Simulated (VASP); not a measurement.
Se:

```
CELL_PARAMETERS angstrom
-1.73801 1.73801 1.73801
1.73801 -1.73801 1.73801
1.73801 1.73801 -1.73801
ATOMIC_POSITIONS crystal
Se 0.00000 0.00000 0.00000
```

This isn't the form of Se at room conditions, which is trigonal, of chains.

```yaml
Program: VASP 6.6.1
Task: relaxation of cell and atoms
Functional: PBE
Potentials_or_basis: VASP PAW PBE potentials, release 64 (Se)
Cutoff: 500 eV
k_mesh: 18 × 18 × 18
Occupations: fermi-dirac, width 0.05 eV
Spin: no spin polarisation
```

At the start: pressure -2.1 GPa; volume 21.00 Å³/atom.

Where does the relaxation end?

Over 3 steps the energy falls by 4.4 meV/atom and the volume is 20.35 Å³/atom (-3.1 %); space group Im-3m (No. 229, to 0.1 Å) before and after.

Step by step:
```
step  energy change (eV)  largest force (eV/Å)  pressure (GPa)  volume (Å³)
   1              0.0000                0.0000           -2.09        21.00
   2             -0.0041                0.0000            0.61        20.18
   3             -0.0044                0.0000            0.01        20.35
```

Final structure:
```
CELL_PARAMETERS angstrom
-1.71981 1.71981 1.71981
1.71981 -1.71981 1.71981
1.71981 1.71981 -1.71981
ATOMIC_POSITIONS crystal
Se 0.00000 0.00000 0.00000
```
